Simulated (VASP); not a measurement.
Here is a VASP 6.6.1 calculation.

INCAR

```
PREC = Accurate
ENCUT = 500
EDIFF = 1E-6
ISMEAR = 0
SIGMA = 0.01
LREAL = False
LASPH = True
NELM = 120
ALGO = Normal
ISIF = 2
LWAVE = False
LCHARG = True
GGA = RP
IVDW = 12
LELF = True
LVHAR = True
NBANDS = 16
GGA_COMPAT = False
```

File KPOINTS:

```
Automatic mesh
0
Gamma
  6 6 6
```

The input POSCAR:

```
AgBr
1.0
    0.0000000000      2.8701500000      2.8701500000
    2.8701500000      0.0000000000      2.8701500000
    2.8701500000      2.8701500000      0.0000000000
Ag Br
1 1
Direct
    0.0000000000      0.0000000000      0.0000000000
    0.5000000000      0.5000000000      0.5000000000
```

Potentials or basis: VASP PAW PBE potentials, release 64 (Ag, Br).

The run is started by

```console
$ cat potpaw_PBE.64/Ag/POTCAR potpaw_PBE.64/Br/POTCAR > POTCAR
$ mpirun -np 1 vasp_std > vasp.out
```

Q: What does it give for the band gap on the k mesh?

A: 0.84 eV, indirect (least direct gap 2.78 eV).

Q: Estimate the dispersion energy per atom.

A: -1.418 eV.

Q: Estimate the pressure.

A: -8.8 GPa.

Caveat: the PAW data sets were made with another functional, which shifts forces and pressure a little. Expect the measured gap to be larger: semilocal functionals such as RPBE lack the derivative discontinuity.
